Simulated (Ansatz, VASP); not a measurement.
KCl in VASP and in Ansatz

```
CELL_PARAMETERS angstrom
0.00000 3.40859 3.15610
3.40859 0.00000 3.15610
3.40859 3.40859 0.00000
ATOMIC_POSITIONS crystal
K 0.00000 0.00000 0.00000
Cl 0.50000 0.50000 0.50000
```

Change from the starting cell: strain +0.080 along x and y, +0.000 along z, atoms carried along.

Alike in both runs: task single point; functional r2SCAN; k mesh 6 × 6 × 6; occupations gaussian, width 0.05 eV; no spin polarisation.

```csv
,VASP,Ansatz
version,VASP 6.6.1,Ansatz 0.2.0
potentials or method,"VASP PAW PBE potentials, release 64 (K_sv, Cl), cutoff 550 eV","scalar-relativistic, plane waves, PAW"
valence electrons in the cell,16,16
```

VASP gave:

```
gap on the k mesh at the Fermi level (eV)                     : 5.29
least direct gap on the mesh (eV)                             : 5.29
pressure (GPa)                                                : -1.9
traceless stress, the component that is largest in VASP (GPa) : 0.94
```

Q: Estimate Ansatz's values.

A: gap on the k mesh at the Fermi level (eV): 5.29; least direct gap on the mesh (eV): 5.29; pressure (GPa): -1.9; traceless stress, the component that is largest in VASP (GPa): 0.93.

VASP's potentials were made for PBE, not for r2SCAN.
